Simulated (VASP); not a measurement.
Bi3Te2S:

```
Bi Te S
1.0
     5.91180    0.00000    0.00000
    -2.95590    5.11977    0.00000
     0.00000    0.00000    7.52062
Bi Te S
3 2 1
Direct
  0.68382 0.00000 0.52922
  0.00000 0.68382 0.52922
  0.31618 0.31618 0.52922
  0.33333 0.66667 0.98531
  0.66667 0.33333 0.98531
  0.00000 0.00000 0.09831
```

The cell was generated, and may not be a known phase.

| Property | Result |
| --- | --- |
| Program | VASP 6.6.1 |
| Task | relaxation of cell and atoms |
| Functional | PBE |
| Potentials or basis | VASP PAW PBE potentials, release 64 (Bi_d, Te, S) |
| Cutoff | 600 eV |
| k mesh | 3 × 3 × 2 |
| Occupations | gaussian, width 0.1 eV |
| Spin | no spin polarisation |

At the start: pressure -5.5 GPa; volume 37.94 Å³/atom.

Q: How do energy, volume and symmetry change on relaxing?

A: Over 26 steps the energy falls by 621.6 meV/atom and the volume is 30.20 Å³/atom (-20.4 %); space group P31m (No. 157, to 0.1 Å) before and after.

Step by step:
| step | energy change (eV) | largest force (eV/Å) | pressure (GPa) | volume (Å³) |
| --- | --- | --- | --- | --- |
| 1 | 0.0000 | 0.6103 | -5.50 | 227.63 |
| 2 | -0.8402 | 0.6439 | 0.42 | 187.35 |
| 3 | -0.8403 | 0.6436 | 0.33 | 187.73 |
| 4 | -1.3744 | 1.5345 | 1.58 | 175.93 |
| 5 | -0.5981 | 1.8203 | 23.75 | 138.49 |
| 6 | -1.8048 | 1.4264 | 4.66 | 164.46 |
| 7 | -1.4453 | 1.0053 | 14.65 | 147.40 |
| 8 | -1.8788 | 1.1726 | 6.86 | 158.99 |
| 9 | -2.1723 | 0.9259 | 5.85 | 160.71 |
| 10 | -2.6377 | 0.7020 | 5.27 | 163.42 |
| 11 | -3.2090 | 0.8669 | 7.42 | 165.38 |
| 12 | -3.3068 | 0.7281 | 6.35 | 165.36 |
| 13 | -3.2877 | 0.7482 | 6.83 | 165.41 |
| 14 | -3.6502 | 0.4027 | 0.86 | 180.37 |
| 15 | -3.6608 | 0.3833 | -0.20 | 183.91 |
| 16 | -3.6608 | 0.3855 | -0.08 | 183.53 |
| 17 | -3.6721 | 0.3378 | -0.05 | 183.33 |
| 18 | -3.6957 | 0.1970 | 0.08 | 182.75 |
| 19 | -3.6938 | 0.5279 | 0.52 | 181.58 |
| 20 | -3.7034 | 0.3033 | 0.25 | 182.21 |
| 21 | -3.7115 | 0.2194 | -0.16 | 183.44 |
| 22 | -3.7143 | 0.1260 | -0.60 | 184.84 |
| 23 | -3.7191 | 0.1257 | -0.47 | 184.29 |
| 24 | -3.7252 | 0.1261 | -0.08 | 182.65 |
| 25 | -3.7270 | 0.1006 | -0.04 | 182.28 |
| 26 | -3.7293 | 0.0251 | 0.06 | 181.17 |

Final structure:
```cif
data_structure
_symmetry_space_group_name_H-M 'P 1'
_symmetry_Int_Tables_number 1
_cell_length_a 6.6276
_cell_length_b 6.6276
_cell_length_c 4.7627
_cell_angle_alpha 90.000
_cell_angle_beta 90.000
_cell_angle_gamma 120.000
_cell_volume 181.17
loop_
_atom_site_label
_atom_site_type_symbol
_atom_site_fract_x
_atom_site_fract_y
_atom_site_fract_z
_atom_site_occupancy
Bi1 Bi 0.68391 0.00000 0.51588 1
Bi2 Bi 0.00000 0.68391 0.51588 1
Bi3 Bi 0.31609 0.31609 0.51588 1
Te1 Te 0.33333 0.66667 0.98969 1
Te2 Te 0.66667 0.33333 0.98969 1
S1 S 0.00000 0.00000 0.12957 1
```

Caveat: the k points lie up to 0.66 Å⁻¹ apart in the final cell, too coarse for converged energies and pressures of a metal; the volume moved by over 15 % at a fixed basis, so the end points are rough.
